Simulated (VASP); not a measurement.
# Al3In2As5 (I-4m2) in VASP: single point with PBE

Aim: the single point of Al3In2As5 with PBE.

Program: VASP 6.6.1. These are calculated values, not measurements. Logs are shortened: lines on timing, memory, paths and dates and some standing lists are left out, and cuts for length are marked.

**1. The cell of the first run**

It takes space group I-4m2 (No. 119, tetragonal). The conventional cell has a = 4.171 Å, b = 4.171 Å, c = 29.584 Å, α = 90.00°, β = 90.00°, γ = 90.00°. Al (site symmetry 2mm) has 4 As at 2.49 to 2.51 Å within 3.3 Å. Within 3.3 Å of Al (site symmetry -4m2) lie 4 As at 2.50 Å. In (site symmetry 2mm) has 4 As at 2.65 Å within 3.5 Å. As (site symmetry 2mm) has 2 Al at 2.49 Å and 2 In at 2.65 Å within 3.3 Å. As (site symmetry -4m2) has 4 Al at 2.51 Å within 3.3 Å. As (site symmetry 2mm) has 2 Al at 2.50 Å and 2 In at 2.65 Å within 3.3 Å.

**2. Single point, PBE**

Contents of INCAR:

```
ALGO     = Normal         # electronic algorithm
EDIFF    = 1E-6           # SCF threshold, eV
ENCUT    = 520            # plane-wave cutoff, eV
GGA      = PE             # functional
ISIF     = 2              # what is computed and relaxed
ISMEAR   = 0              # smearing method
LASPH    = True           # aspherical terms in the spheres
LCHARG   = False          # write CHGCAR
LREAL    = False          # projectors in reciprocal space
LWAVE    = False          # write WAVECAR
NBANDS   = 41             # bands
NELM     = 100            # most SCF steps
PREC     = Accurate       # precision mode
SIGMA    = 0.02           # smearing width, eV
```

Contents of KPOINTS:

```
k-points
0
Gamma
  10 10 10
```

Contents of POSCAR:

```
Al3In2As5
1.0
   -2.0853349520      2.0853349520     14.7919507335
    2.0853349520     -2.0853349520     14.7919507335
    2.0853349520      2.0853349520    -14.7919507335
Al In As
3 2 5
Direct
    0.0471105335      0.5471105335      0.5000000000
    0.4528894665      0.9528894665      0.5000000000
    0.2500000000      0.7500000000      0.5000000000
    0.8514823146      0.3514823146      0.5000000000
    0.6485176854      0.1485176854      0.5000000000
    0.5934133287      0.5934133287      0.0000000000
    0.0000000000      0.0000000000      0.0000000000
    0.4065866713      0.4065866713      0.0000000000
    0.7963457679      0.7963457679      0.0000000000
    0.2036542321      0.2036542321      0.0000000000
```

Potentials or basis: VASP PAW PBE potentials, release 64 (Al, In_d, As).

On the command line:

```console
cat potpaw_PBE.64/Al/POTCAR potpaw_PBE.64/In_d/POTCAR potpaw_PBE.64/As/POTCAR > POTCAR
mpirun -np 1 vasp_std > vasp.out
```

OUTCAR:

```text
EDIFF = 1E-6
   ENCUT = 520
   GGA = PE
   ISIF = 2
   ISMEAR = 0
   LASPH = True
   LREAL = False
   NELM = 100
   PREC = Accurate

 ion  position               nearest neighbor table
   1  0.047  0.547  0.500-   6 2.49   6 2.49   7 2.51   7 2.51
   2  0.453  0.953  0.500-   8 2.49   8 2.49   7 2.51   7 2.51
   3  0.250  0.750  0.500-   9 2.50  10 2.50   9 2.50  10 2.50
   4  0.851  0.351  0.500-   8 2.65   8 2.65   9 2.65   9 2.65
   5  0.649  0.149  0.500-   6 2.65   6 2.65  10 2.65  10 2.65
   6  0.593  0.593  0.000-   1 2.49   1 2.49   5 2.65   5 2.65
   7  0.000  0.000  0.000-   1 2.51   2 2.51   1 2.51   2 2.51
   8  0.407  0.407  0.000-   2 2.49   2 2.49   4 2.65   4 2.65
   9  0.796  0.796  0.000-   3 2.50   3 2.50   4 2.65   4 2.65
  10  0.204  0.204  0.000-   3 2.50   3 2.50   5 2.65   5 2.65

  LATTYP: Found a body centered tetragonal cell.
 ALAT       =     4.1706699040
 C/A-ratio  =     7.0933212525

  Lattice vectors:

 A1 = (  -2.0853349520,   2.0853349520,  14.7919507335)
 A2 = (   2.0853349520,  -2.0853349520,  14.7919507335)
 A3 = (   2.0853349520,   2.0853349520, -14.7919507335)

Analysis of symmetry for initial positions (statically):
=====================================================================
 Subroutine PRICEL returns:
 Original cell was already a primitive cell.

 Routine SETGRP: Setting up the symmetry group for a
 body centered tetragonal supercell.

 Subroutine GETGRP returns: Found  8 space group operations
 (whereof  8 operations were pure point group operations)
 out of a pool of 16 trial point group operations.

The static configuration has the point symmetry D_2d.

Analysis of symmetry for dynamics (positions and initial velocities):
=====================================================================
 Subroutine PRICEL returns:
 Original cell was already a primitive cell.

 Routine SETGRP: Setting up the symmetry group for a
 body centered tetragonal supercell.

 Subroutine GETGRP returns: Found  8 space group operations
 (whereof  8 operations were pure point group operations)
 out of a pool of 16 trial point group operations.

The dynamic configuration has the point symmetry D_2d.

 Subroutine INISYM returns: Found  8 space group operations
 (whereof  8 operations are pure point group operations),
 and found     1 'primitive' translations

[... 113 lines left out ...]
   NSW    =      0    number of steps for IOM
   IBRION =     -1    ionic relax: 0-MD 1-quasi-New 2-CG
   NFREE  =      0    steps in history (QN), initial steepest desc. (CG)
   ISIF   =      2    stress and relaxation
   ISYM   =      2    0-nonsym 1-usesym 2-fastsym
   POTIM  = 0.5000    time-step for ionic-motion
   TEBEG  =    0.0;   TEEND  =   0.0 temperature during run
   PSTRESS=    0.0 pullay stress
   NELECT =      60.0000    total number of electrons
   NUPDOWN=      -1.0000    fix difference up-down
   EMIN   =  10.00;   EMAX   =-10.00  energy-range for DOS
   EFERMI =   0.00;   METHOD = LEGACY
   ISMEAR =     0;   SIGMA  =   0.02  broadening in eV -4-tet -1-fermi 0-gaus
   EFERMI_NEDOS =   21; number of points for ismear=-14 and -15
   IALGO  =     38    algorithm
   IMIX   =      4    mixing-type and parameters
     AMIX     =   0.40;   BMIX     =  1.00
     AMIX_MAG =   1.60;   BMIX_MAG =  1.00
  volume/ion in A,a.u.               =      25.73       173.63
  Fermi-wavevector in a.u.,A,eV,Ry     =   1.007657  1.904196 13.814993  1.015373
  Thomas-Fermi vector in A             =   2.140476
   LORBIT       =      0    0 simple, 1 ext, 2 COOP (PROOUT), +10 PAW based schemes
   GGA     = PE    functional components
   LHFCALC =     F    Hartree Fock is set to
   AEXX    =    0.0000 exact exchange contribution
   IVDW    =     0    specifies the selected vdW correction
   LEPSILON=     F    determine dielectric tensor
   LRPA    =     F    only Hartree local field effects (RPA)
 non-spin polarized calculation
 Gauss-broadening in eV      SIGMA  =   0.02
  energy-cutoff  :      520.00
  volume of cell :      257.30
 maximum number of plane-waves:      6961
   NGX = 57   NGY = 57   NGZ = 57

 number of electron      59.9999991 magnetization

 Free energy of the ion-electron system (eV)
  ---------------------------------------------------
  ext. energy  EPLUGINS =         0.00000000
  ---------------------------------------------------
  free energy    TOTEN  =       -43.45000069 eV

  energy without entropy =      -43.45000069  energy(sigma->0) =      -43.45000069

 E-fermi :   3.9660     XC(G=0):  -8.9028

 val. band max:        3.8457134315   @ k =   0.0000   0.0000   0.0000
 cond. band min:       4.5334167248   @ k =   0.0000   0.0000   0.0000
 fundamental gap:      0.6877032933
 Fermi energy:         3.9660330296

 k-point     1 :       0.0000    0.0000    0.0000
  band No.  band energies     occupation
      1     -10.4060      2.00000
      2     -10.4025      2.00000
      3     -10.2686      2.00000
      4     -10.2686      2.00000
      5     -10.2682      2.00000
      6     -10.2682      2.00000
[... 1045 lines left out ...]
     40       9.2566      0.00000
     41       9.3759      0.00000

 [... further k-points ...]
[... 5 lines left out ...]
  --------------------------------------------------------------------------------------
  -------------------------------------------------------------------------------------
  Total        0.1615177      0.1615177      0.1608702      0.0000000      0.0000000      0.0000000
  in kB        1.0057583      1.0057583      1.0017265      0.0000000      0.0000000      0.0000000
  external PRESSURE =       1.0044144 kB  Pullay stress =       0.0000000 kB

 VOLUME and BASIS-vectors are now :
 -----------------------------------------------------------------------------
  energy-cutoff  :      520.00
  volume of cell :      257.30
      direct lattice vectors                 reciprocal lattice vectors
    -2.085334952  2.085334952 14.791950734     0.000000000  0.239769635  0.033802168
     2.085334952 -2.085334952 14.791950734     0.239769635  0.000000000  0.033802168
     2.085334952  2.085334952-14.791950734     0.239769635  0.239769635  0.000000000

 POSITION                                       TOTAL-FORCE (eV/Angst)
 -----------------------------------------------------------------------------------
      2.08533      0.00000      1.39371        -0.000000      0.000000     -0.001860
      2.08533      0.00000     13.39824        -0.000000      0.000000      0.001860
      2.08533      0.00000      7.39598         0.000000     -0.000000      0.000000
      0.00000      2.08533     10.39822         0.000000     -0.000000     -0.000491
      0.00000      2.08533      4.39373         0.000000     -0.000000      0.000491
      0.00000      0.00000     17.55548         0.000000     -0.000000      0.002914
      0.00000      0.00000      0.00000         0.000000     -0.000000      0.000000
      0.00000      0.00000     12.02842         0.000000     -0.000000     -0.002914
      0.00000      0.00000     23.55901        -0.000000      0.000000      0.002805
      0.00000      0.00000      6.02489        -0.000000      0.000000     -0.002805
 -----------------------------------------------------------------------------------
    total drift:                                0.000000     -0.000000     -0.000000

  FREE ENERGIE OF THE ION-ELECTRON SYSTEM (eV)
  ---------------------------------------------------
  free  energy   TOTEN  =       -43.4500006907 eV

  energy  without entropy=      -43.4500006907  energy(sigma->0) =      -43.45000069
```

OSZICAR:

```text
N       E                     dE             d eps       ncg     rms          rms(c)
DAV:   1     0.425172581068E+03    0.42517E+03   -0.24468E+04  8364   0.138E+03
DAV:   2     0.128812514070E+02   -0.41229E+03   -0.39101E+03  8615   0.320E+02
DAV:   3    -0.417429946459E+02   -0.54624E+02   -0.52823E+02 10610   0.127E+02
DAV:   4    -0.445582677410E+02   -0.28153E+01   -0.28005E+01 10447   0.286E+01
DAV:   5    -0.446769757371E+02   -0.11871E+00   -0.11867E+00 12774   0.637E+00    0.839E+00
DAV:   6    -0.435609666582E+02    0.11160E+01   -0.19448E+00 12141   0.126E+01    0.493E+00
DAV:   7    -0.434565869201E+02    0.10438E+00   -0.12690E+00 12238   0.477E+00    0.132E+00
DAV:   8    -0.434451773712E+02    0.11410E-01   -0.11508E-01 11333   0.250E+00    0.110E+00
DAV:   9    -0.434501171393E+02   -0.49398E-02   -0.12757E-02 10872   0.103E+00    0.240E-01
DAV:  10    -0.434497103714E+02    0.40677E-03   -0.72170E-03 12105   0.848E-01    0.111E-01
DAV:  11    -0.434498143891E+02   -0.10402E-03   -0.70839E-04 10071   0.122E-01    0.832E-02
DAV:  12    -0.434499688462E+02   -0.15446E-03   -0.26579E-04 10101   0.619E-02    0.436E-02
DAV:  13    -0.434499975379E+02   -0.28692E-04   -0.35847E-05  9880   0.273E-02    0.898E-03
DAV:  14    -0.434500004041E+02   -0.28663E-05   -0.12585E-05  9655   0.154E-02    0.969E-03
DAV:  15    -0.434500006907E+02   -0.28655E-06   -0.42677E-06  8874   0.111E-02
   1 F= -.43450001E+02 E0= -.43450001E+02  d E =-.432081E-20
```

Wall time 2.5 h (1 thread of Intel Xeon 6975P-C (Granite Rapids), shared host); peak memory 2.6 GiB.

Results:

- Free energy: -43.4500 eV
- Pressure: 0.1 GPa
- Band gap on the k mesh: 0.69 eV

Forces on the atoms (eV/Å):
```
Al   0.000  0.000 -0.002
Al   0.000  0.000  0.002
Al   0.000  0.000  0.000
In   0.000  0.000  0.000
In   0.000  0.000  0.000
As   0.000  0.000  0.003
As   0.000  0.000  0.000
As   0.000  0.000 -0.003
As   0.000  0.000  0.003
As   0.000  0.000 -0.003
```

Caveat: semilocal functionals underestimate gaps, and a narrow one can read as zero; spin-orbit coupling is left out, which moves the levels of the heavy elements.
